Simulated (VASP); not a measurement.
# WS2 (Tungstenite) (P6_3/mmc) in VASP: a series of runs

The runs below take WS2 (Tungstenite) through single point, with LDA.

All numbers are computed with VASP 6.6.1; they aren't measurements. Logs are shortened: lines on timing, memory, paths and dates and some standing lists are left out, and cuts for length are marked.

### Step 1. The cell of the first run

Symmetry: P6_3/mmc, No. 194, hexagonal system. Conventional cell: a = 3.158 Å, b = 3.158 Å, c = 12.086 Å, α = 90.00°, β = 90.00°, γ = 120.00°. W (site symmetry -6m2) has 6 S at 2.39 Å and 6 W at 3.16 Å within 3.2 Å. Within 3.2 Å of S (site symmetry 3m) lie 3 W at 2.39 Å and 7 S at 3.11 to 3.16 Å.

### Step 2. Single point, LDA (in-plane strain +0.01)

File INCAR:

```
SYSTEM = WS2
  PREC = Accurate
  ENCUT = 520
  EDIFF = 1E-6
  ISMEAR = 0
  SIGMA = 0.01
  LREAL = .FALSE.
  LASPH = .TRUE.
  NELM = 60
  ALGO = Normal
  ISIF = 2
  LWAVE = .FALSE.
  LCHARG = .FALSE.
  GGA = CA
  NBANDS = 35
```

File KPOINTS:

```
Automatic mesh
0
G
  6 6 2
  0 0 0
```

File POSCAR:

```
WS2
1.0
    3.1580916411      0.0000000000      0.0000000000
   -1.5790458206      2.7349875887      0.0000000000
    0.0000000000      0.0000000000     12.0862324332
W S
2 4
Direct
    0.3333333333      0.6666666667      0.2500000000
    0.6666666667      0.3333333333      0.7500000000
    0.3333333333      0.6666666667      0.6215353982
    0.6666666667      0.3333333333      0.1215353982
    0.3333333333      0.6666666667      0.8784646018
    0.6666666667      0.3333333333      0.3784646018
```

Potentials or basis: VASP PAW LDA potentials, release 64 (W_sv, S).

On the command line:

```sh
$ cat potpaw_LDA.64/W_sv/POTCAR potpaw_LDA.64/S/POTCAR > POTCAR
$ mpirun -np 1 vasp_std > vasp.out
```

OUTCAR:

```text
SYSTEM = WS2
   PREC = Accurate
   ENCUT = 520
   EDIFF = 1E-6
   ISMEAR = 0
   LREAL = .FALSE.
   LASPH = .TRUE.
   NELM = 60
   ISIF = 2
   GGA = CA

 ion  position               nearest neighbor table
   1  0.333  0.667  0.250-   4 2.39   6 2.39   4 2.39   6 2.39   4 2.39   6 2.39
   2  0.667  0.333  0.750-   3 2.39   5 2.39   3 2.39   5 2.39   3 2.39   5 2.39
   3  0.333  0.667  0.622-   2 2.39   2 2.39   2 2.39
   4  0.667  0.333  0.122-   1 2.39   1 2.39   1 2.39
   5  0.333  0.667  0.878-   2 2.39   2 2.39   2 2.39
   6  0.667  0.333  0.378-   1 2.39   1 2.39   1 2.39

  LATTYP: Found a hexagonal cell.
 ALAT       =     3.1580916411
 C/A-ratio  =     3.8270683079

  Lattice vectors:

 A1 = (   3.1580916411,   0.0000000000,   0.0000000000)
 A2 = (  -1.5790458206,   2.7349875887,   0.0000000000)
 A3 = (   0.0000000000,   0.0000000000,  12.0862324332)

Analysis of symmetry for initial positions (statically):
=====================================================================
 Subroutine PRICEL returns:
 Original cell was already a primitive cell.

 Routine SETGRP: Setting up the symmetry group for a
 hexagonal supercell.

 Subroutine GETGRP returns: Found 24 space group operations
 (whereof 12 operations were pure point group operations)
 out of a pool of 24 trial point group operations.

The static configuration has the point symmetry D_3d.
 The point group associated with its full space group is D_6h.

Analysis of symmetry for dynamics (positions and initial velocities):
=====================================================================
 Subroutine PRICEL returns:
 Original cell was already a primitive cell.

 Routine SETGRP: Setting up the symmetry group for a
 hexagonal supercell.

 Subroutine GETGRP returns: Found 24 space group operations
 (whereof 12 operations were pure point group operations)
 out of a pool of 24 trial point group operations.

The dynamic configuration has the point symmetry D_3d.
 The point group associated with its full space group is D_6h.

 Subroutine INISYM returns: Found 24 space group operations
 (whereof 12 operations are pure point group operations),
 and found     1 'primitive' translations

----------------------------------------------------------------------------------------

                                     Primitive cell

  volume of cell :     104.3929

  direct lattice vectors                    reciprocal lattice vectors
     3.158091641  0.000000000  0.000000000     0.316646923  0.182816186  0.000000000
    -1.579045821  2.734987589  0.000000000     0.000000000  0.365632372  0.000000000
     0.000000000  0.000000000 12.086232433     0.000000000  0.000000000  0.082738770

  length of vectors
     3.158091641  3.158091641 12.086232433     0.365632372  0.365632372  0.082738770

  position of ions in fractional coordinates (direct lattice)
     0.333333333  0.666666667  0.250000000
     0.666666667  0.333333333  0.750000000
     0.333333333  0.666666667  0.621535398
     0.666666667  0.333333333  0.121535398
     0.333333333  0.666666667  0.878464602
     0.666666667  0.333333333  0.378464602

  ion indices of the primitive-cell ions
   primitive index   ion index
                 1           1
                 2           2
                 3           3
                 4           4
                 5           5
                 6           6

----------------------------------------------------------------------------------------

 KPOINTS: Automatic mesh

Automatic generation of k-mesh.
 Grid dimensions read from file:
 generate k-points for:    6    6    2

 Generating k-lattice:

  Cartesian coordinates                     Fractional coordinates (reciprocal lattice)
     0.052774487  0.030469364  0.000000000     0.166666667  0.000000000  0.000000000
     0.000000000  0.060938729  0.000000000     0.000000000  0.166666667  0.000000000
     0.000000000  0.000000000  0.041369385     0.000000000  0.000000000  0.500000000

  Length of vectors
     0.060938729  0.060938729  0.041369385

  Shift w.r.t. Gamma in fractional coordinates (k-lattice)
     0.000000000  0.000000000  0.000000000

 Subroutine IBZKPT returns following result:
 ===========================================

 Found     14 irreducible k-points:

 Following reciprocal coordinates:
            Coordinates               Weight
  0.000000  0.000000  0.000000      1.000000
  0.166667  0.000000  0.000000      6.000000
  0.333333  0.000000  0.000000      6.000000
  0.500000  0.000000  0.000000      3.000000
  0.166667  0.166667  0.000000      6.000000
  0.333333  0.166667  0.000000     12.000000
  0.333333  0.333333  0.000000      2.000000
  0.000000  0.000000  0.500000      1.000000
  0.166667  0.000000  0.500000      6.000000
  0.333333  0.000000  0.500000      6.000000
  0.500000  0.000000  0.500000      3.000000
  0.166667  0.166667  0.500000      6.000000
  0.333333  0.166667  0.500000     12.000000
  0.333333  0.333333  0.500000      2.000000
   k-points           NKPTS =     14   k-points in BZ     NKDIM =     14   number of bands    NBANDS=     35
   number of dos      NEDOS =    301   number of ions     NIONS =      6
   total plane-waves  NPLWV =  51840
   dimension x,y,z NGX =    24 NGY =   24 NGZ =   90
   dimension x,y,z NGXF=    48 NGYF=   48 NGZF=  180
   ions per type =               2   4
   NGX,Y,Z   is equivalent  to a cutoff of  12.63, 12.63, 12.38 a.u.
   NGXF,Y,Z  is equivalent  to a cutoff of  25.27, 25.27, 24.76 a.u.
 SYSTEM =  WS2
   PREC   = accura    normal or accurate (medium, high low for compatibility)
   ISTART =      0    job   : 0-new  1-cont  2-samecut
   ICHARG =      2    charge: 1-file 2-atom 10-const
   ISPIN  =      1    spin polarized calculation?
   LNONCOLLINEAR =      F non collinear calculations
   LSORBIT =      F    spin-orbit coupling
   LASPH  =      T    aspherical Exc in radial PAW
   ENCUT  =  520.0 eV  38.22 Ry    6.18 a.u.   5.87  5.87 22.47*2*pi/ulx,y,z
   NELM   =     60;   NELMIN=  2; NELMDL= -5     # of ELM steps
   EDIFF  = 0.1E-05   stopping-criterion for ELM
   LREAL  =      F    real-space projection
   EDIFFG = 0.1E-04   stopping-criterion for IOM
   NSW    =      0    number of steps for IOM
   IBRION =     -1    ionic relax: 0-MD 1-quasi-New 2-CG
   NFREE  =      0    steps in history (QN), initial steepest desc. (CG)
   ISIF   =      2    stress and relaxation
   ISYM   =      2    0-nonsym 1-usesym 2-fastsym
   POTIM  = 0.5000    time-step for ionic-motion
   TEBEG  =    0.0;   TEEND  =   0.0 temperature during run
   PSTRESS=    0.0 pullay stress
   NELECT =      52.0000    total number of electrons
   NUPDOWN=      -1.0000    fix difference up-down
   EMIN   =  10.00;   EMAX   =-10.00  energy-range for DOS
   EFERMI =   0.00;   METHOD = LEGACY
   ISMEAR =     0;   SIGMA  =   0.01  broadening in eV -4-tet -1-fermi 0-gaus
   EFERMI_NEDOS =   21; number of points for ismear=-14 and -15
   IALGO  =     38    algorithm
   IMIX   =      4    mixing-type and parameters
     AMIX     =   0.40;   BMIX     =  1.00
     AMIX_MAG =   1.60;   BMIX_MAG =  1.00
  volume/ion in A,a.u.               =      17.40       117.41
  Fermi-wavevector in a.u.,A,eV,Ry     =   1.297734  2.452361 22.913747  1.684113
  Thomas-Fermi vector in A             =   2.429107
   LORBIT       =      0    0 simple, 1 ext, 2 COOP (PROOUT), +10 PAW based schemes
   GGA     = CA    functional components
   LHFCALC =     F    Hartree Fock is set to
   AEXX    =    0.0000 exact exchange contribution
   IVDW    =     0    specifies the selected vdW correction
   LEPSILON=     F    determine dielectric tensor
   LRPA    =     F    only Hartree local field effects (RPA)
 non-spin polarized calculation
 Gauss-broadening in eV      SIGMA  =   0.01
  energy-cutoff  :      520.00
  volume of cell :      104.39
 maximum number of plane-waves:      2840
 NGX is ok and might be reduce to    24
   NGX = 11   NGY = 11   NGZ = 45

 number of electron      51.9999992 magnetization

 Free energy of the ion-electron system (eV)
  ---------------------------------------------------
  ext. energy  EPLUGINS =         0.00000000
  ---------------------------------------------------
  free energy    TOTEN  =       -52.50656560 eV

  energy without entropy =      -52.50656560  energy(sigma->0) =      -52.50656560

 E-fermi :   7.9190     XC(G=0): -11.3551

 val. band max:        7.6924775494   @ k =   0.0000   0.0000   0.0000
 cond. band min:       8.5122227498   @ k =   0.1667   0.1667   0.0000
 fundamental gap:      0.8197452004
 Fermi energy:         7.9189614283

 k-point     1 :       0.0000    0.0000    0.0000
  band No.  band energies     occupation
      1     -66.5819      2.00000
      2     -66.5819      2.00000
      3     -31.1202      2.00000
      4     -31.1202      2.00000
      5     -30.9338      2.00000
      6     -30.9338      2.00000
[... 27 lines left out ...]
     34      10.1785      0.00000
     35      12.2579      0.00000

 k-point     2 :       0.1667    0.0000    0.0000
  band No.  band energies     occupation
      1     -66.5770      2.00000
      2     -66.5770      2.00000
      3     -31.1029      2.00000
      4     -31.1028      2.00000
      5     -31.0291      2.00000
      6     -31.0291      2.00000
[... 27 lines left out ...]
     34      10.6607      0.00000
     35      13.9354      0.00000

 k-point     3 :       0.3333    0.0000    0.0000
  band No.  band energies     occupation
      1     -66.5672      2.00000
      2     -66.5672      2.00000
      3     -31.2150      2.00000
      4     -31.2150      2.00000
      5     -31.0680      2.00000
      6     -31.0680      2.00000
[... 27 lines left out ...]
     34      11.7134      0.00000
     35      13.2898      0.00000
[... 343 lines left out ...]
 k-point    13 :       0.3333    0.1667    0.5000
  band No.  band energies     occupation
      1     -66.5623      2.00000
      2     -66.5623      2.00000
      3     -31.2595      2.00000
      4     -31.2595      2.00000
      5     -31.0699      2.00000
      6     -31.0699      2.00000
[... 27 lines left out ...]
     34      11.8336      0.00000
     35      13.4462      0.00000

 k-point    14 :       0.3333    0.3333    0.5000
  band No.  band energies     occupation
      1     -66.5599      2.00000
      2     -66.5599      2.00000
      3     -31.2128      2.00000
      4     -31.2128      2.00000
      5     -31.1747      2.00000
      6     -31.1747      2.00000
[... 27 lines left out ...]
     34      12.3721      0.00000
     35      14.1634      0.00000

------------------------ aborting loop because EDIFF is reached ----------------------------------------

  FORCE on cell =-STRESS in cart. coord.  units (eV):
  Direction    XX          YY          ZZ          XY          YZ          ZX
  --------------------------------------------------------------------------------------
  -------------------------------------------------------------------------------------
  Total       -1.8249559     -1.8249559      0.0595820      0.0000000      0.0000000      0.0000000
  in kB      -28.0086345    -28.0086345      0.9144387      0.0000000      0.0000000      0.0000000
  external PRESSURE =     -18.3676101 kB  Pullay stress =       0.0000000 kB

 VOLUME and BASIS-vectors are now :
 -----------------------------------------------------------------------------
  energy-cutoff  :      520.00
  volume of cell :      104.39
      direct lattice vectors                 reciprocal lattice vectors
     3.158091641  0.000000000  0.000000000     0.316646923  0.182816186  0.000000000
    -1.579045821  2.734987589  0.000000000     0.000000000  0.365632372  0.000000000
     0.000000000  0.000000000 12.086232433     0.000000000  0.000000000  0.082738770

 POSITION                                       TOTAL-FORCE (eV/Angst)
 -----------------------------------------------------------------------------------
     -0.00000      1.82333      3.02156         0.000000      0.000000      0.000000
      1.57905      0.91166      9.06467        -0.000000     -0.000000      0.000000
     -0.00000      1.82333      7.51202         0.000000     -0.000000     -0.003165
      1.57905      0.91166      1.46891        -0.000000      0.000000     -0.003165
     -0.00000      1.82333     10.61733         0.000000     -0.000000      0.003165
      1.57905      0.91166      4.57421        -0.000000      0.000000      0.003165
 -----------------------------------------------------------------------------------
    total drift:                               -0.000000      0.000000     -0.000000

  FREE ENERGIE OF THE ION-ELECTRON SYSTEM (eV)
  ---------------------------------------------------
  free  energy   TOTEN  =       -52.5065655984 eV

  energy  without entropy=      -52.5065655984  energy(sigma->0) =      -52.50656560
```

It took 48 s on 1 thread of Intel Xeon Platinum 8375C at 2.90GHz (Ice Lake), shared host; peak memory 0.2 GiB.

What came out:

| Property | Result |
| --- | --- |
| Free energy | -52.5066 eV |
| Pressure | -1.8 GPa |
| Largest force | 0.003 eV/Å |
| Band gap on the k mesh | 0.82 eV, indirect (least direct gap 1.75 eV) |

Forces in eV/Å, atoms in the order of the input:
```
W    0.000  0.000  0.000
W    0.000  0.000  0.000
S    0.000  0.000 -0.003
S    0.000  0.000 -0.003
S    0.000  0.000  0.003
S    0.000  0.000  0.003
```

Levels at points of the mesh, in eV from the valence-band top:
| k point | band 22 | band 23 | band 24 | band 25 | band 26 | band 27 | band 28 | band 29 | band 30 | band 31 |
| --- | --- | --- | --- | --- | --- | --- | --- | --- | --- | --- |
| (0.00, 0.00, 0.00) | -2.40 | -2.40 | -1.40 | -1.34 | 0.00 | 2.15 | 2.15 | 2.16 | 2.16 | 2.25 |
| (0.50, 0.00, 0.00) | -2.79 | -2.15 | -1.90 | -1.85 | -1.63 | 2.10 | 2.15 | 2.41 | 2.73 | 2.96 |
| (0.00, 0.00, 0.50) | -2.44 | -2.44 | -2.44 | -0.31 | -0.31 | 2.14 | 2.14 | 2.14 | 2.14 | 2.38 |
| (0.50, 0.00, 0.50) | -2.96 | -2.02 | -2.02 | -1.72 | -1.72 | 2.12 | 2.12 | 2.60 | 2.60 | 3.28 |

Caveat: the cell differs from its parent crystal (in-plane strain +0.01); spin-orbit coupling is left out, which moves the levels of the heavy elements. A k mesh can miss the band edges.

(Part 1 of 2 ends here.)
